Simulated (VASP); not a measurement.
A run of VASP 6.6.1 is set up as follows.

The input INCAR:

```
  PREC = Accurate
  ENCUT = 600
  EDIFF = 1E-7
  ISMEAR = 1
  SIGMA = 0.1
  LREAL = False
  LASPH = True
  NELM = 100
  ALGO = Normal
  ISIF = 3
  LWAVE = False
  LCHARG = False
  GGA = PS
  IBRION = 2
  NSW = 80
  EDIFFG = -0.02
```

KPOINTS

```
regular mesh
0
Gamma
  12 12 12
```

The input POSCAR:

```
Cd
1.0
    0.0000000000      3.0400000000      3.0400000000
    3.0400000000      0.0000000000      3.0400000000
    3.0400000000      3.0400000000      0.0000000000
Cd
2
Direct
    0.0000000000      0.0000000000      0.0000000000
    0.2500000000      0.2500000000      0.2500000000
```

Potentials or basis: VASP PAW PBE potentials, release 64 (Cd).

Run with:

```console
$ cat potpaw_PBE.64/Cd/POTCAR > POTCAR
$ mpirun -np 1 vasp_std > vasp.out
```

Q: Estimate the relaxed cell.

A: a = 4.581 Å, b = 4.581 Å, c = 4.581 Å, α = 60.00°, β = 60.00°, γ = 60.00°.

Q: Predict the relaxed volume.

A: 33.99 Å³/atom.

Q: Predict the space group after relaxing (to 0.1 Å).

A: Fd-3m (No. 227).

Q: Estimate the band gap on the k mesh.

A: Zero (bands 12 and 13 overlap by 5.18 eV).

Final structure:
```
Cd
1.0
     0.00000    3.23931    3.23931
     3.23931    0.00000    3.23931
     3.23931    3.23931    0.00000
Cd
2
Cartesian
  0.0000 0.0000 0.0000
  1.6197 1.6197 1.6197
```

Caveat: the volume moved by over 15 % at a fixed basis, so the end points are rough; the PAW data sets were made with another functional, which shifts forces and pressure a little.
